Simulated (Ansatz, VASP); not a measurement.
# Two plane-wave programs on Ti3Se

```
Se Ti
1.0
     3.19745    0.00000    0.00000
    -1.59872    2.76907    0.00000
     0.00000    0.00000    7.94275
Se Ti
1 3
Direct
  0.00000 0.00000 0.00000
  0.66667 0.33333 0.50000
  0.33333 0.66667 0.77290
  0.33333 0.66667 0.22710
```

Alike in both runs: functional PBEsol; k mesh 10 × 10 × 4; occupations fermi-dirac, width 0.05 eV; no spin polarisation; Hubbard terms Ti d U = 4.0 eV.

|  | VASP | Ansatz |
| --- | --- | --- |
| version | VASP 6.6.1 | Ansatz 0.2.0 |
| potentials or method | VASP PAW PBE potentials, release 64 (Se, Ti_sv) | Ansatz PAW |
| plane-wave cutoff (eV) | 520 | 420 |
| valence electrons in the cell | 42 | 52 |
| task | single point | band structure |

Ansatz gave:

```
gap on the k mesh at the Fermi level (eV)                     : none
pressure (GPa)                                                : 0.6
traceless stress, the component that is largest in VASP (GPa) : 1.53
rms of the force components (eV/Å)                            : 0.034
```

Question: Which values does VASP return?

Answer: gap on the k mesh at the Fermi level (eV): none; pressure (GPa): 2.1; traceless stress, the component that is largest in VASP (GPa): 1.75; rms of the force components (eV/Å): 0.055.

VASP's potentials were made for PBE, not for PBEsol. The programs project onto different local orbitals, so the same U acts differently, and such runs can settle in different states. Atom by atom the forces differ by 0.020 eV/Å (rms over components). A gap of «none» marks a metal or a gap that the smearing closes. VASP's potentials hold 42 valence electrons a cell and Ansatz's 52, so a difference there can come from the potentials and not from the codes.
